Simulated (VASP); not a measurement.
## Ga3As4Se: single point with PBE

Ga3As4Se:

```
CELL_PARAMETERS angstrom
4.02992 0.00000 0.00000
-2.01496 3.49001 0.00000
0.00000 0.00000 14.56626
ATOMIC_POSITIONS crystal
Ga 0.33333 0.66667 0.07282
Ga 0.66667 0.33333 0.30096
Ga 0.00000 0.00000 0.52981
As 0.33333 0.66667 0.24245
As 0.66667 0.33333 0.47164
As 0.00000 0.00000 0.70279
As 0.33333 0.66667 0.77457
Se 0.00000 0.00000 0.00297
```

- Program: VASP 6.6.1
- Task: single point
- Functional: PBE
- Potentials or basis: VASP PAW PBE potentials, release 64 (Ga_d, As, Se)
- Cutoff: 520 eV
- k mesh: 6 × 6 × 2
- Occupations: gaussian, width 0.2 eV
- Spin: no spin polarisation
- Dipole correction: no
- Further INCAR settings: ALGO = Normal; EDIFF = 1e-06; NBANDS = 42

```
Pressure               : 0.1 GPa
Largest force          : 0.094 eV/Å
Band gap on the k mesh : zero (an odd number of electrons rules out a gap without spin polarisation)
```

Forces in eV/Å, atoms in the order of the input:
```
Ga   0.000  0.000 -0.026
Ga   0.000  0.000 -0.045
Ga   0.000  0.000  0.010
As   0.000  0.000  0.035
As   0.000  0.000  0.049
As   0.000  0.000  0.017
As   0.000  0.000 -0.094
Se   0.000  0.000  0.054
```

Stress tensor (GPa, compression positive):
```
 0.15  0.00  0.00
 0.00  0.15  0.00
 0.00  0.00 -0.07
```

Levels at points of the mesh, in eV from the Fermi level:
```
           k point  band 30  band 31  band 32  band 33  band 34  band 35  band 36  band 37
(0.00, 0.00, 0.00)    -1.86    -1.35    -1.35    -1.23    -0.24     0.12     0.42     1.15
(0.50, 0.00, 0.00)    -3.20    -2.52    -2.46    -0.45     0.10     0.49     0.83     1.00
(0.00, 0.00, 0.50)    -1.87    -1.35    -1.35    -0.87    -0.52     0.12     0.41     1.16
(0.50, 0.00, 0.50)    -3.18    -2.53    -2.32    -0.69     0.14     0.75     0.92     1.07
```

Run time: 76 s on 1 thread of Intel(R) Xeon(R) 6975P-C (Granite Rapids), on a shared host, peak memory 0.36 GiB.

Caveat: this functional lacks dispersion, which binds the layers, so the pressure and a relaxed spacing across them are unreliable.
